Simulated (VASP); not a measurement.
Wanted: the native input for a VASP 6.6.1 run.

```
Task                   : single point
Functional             : PBE
Potentials or basis    : VASP PAW PBE potentials, release 64 (Al)
Cutoff                 : 520 eV
k mesh                 : 18 × 18 × 18
Occupations            : fermi-dirac, width 0.05 eV
Spin                   : no spin polarisation
Dipole correction      : no
Further INCAR settings : ALGO = Normal; EDIFF = 1e-06; NBANDS = 8
```

The structure of Al lies in POSCAR:

```
Al
1.0
    0.0000000000      2.0206724462      2.0206724462
    2.0206724462      0.0000000000      2.0206724462
    2.0206724462      2.0206724462      0.0000000000
Al
1
Direct
    0.0000000000      0.0000000000      0.0000000000
```

One way to write it, as run:

INCAR

```
PREC = Accurate
ENCUT = 520
EDIFF = 1E-6
ISMEAR = -1
SIGMA = 0.05
LREAL = F
LASPH = T
NELM = 60
ALGO = Normal
ISIF = 2
LWAVE = F
LCHARG = F
GGA = PE
NBANDS = 8
```

KPOINTS

```
Automatic mesh
0
Gamma
  18 18 18
```

Potentials or basis: VASP PAW PBE potentials, release 64 (Al).

Command:

```console
$ cat potpaw_PBE.64/Al/POTCAR > POTCAR
$ mpirun -np 1 vasp_std > vasp.out
```

It gave:

- Pressure: 0.0 GPa

Run time: 12 s on 1 thread of Intel(R) Xeon(R) Platinum 8259CL CPU @ 2.50GHz (Skylake/Cascade Lake) (shared host), peak memory 0.14 GiB.
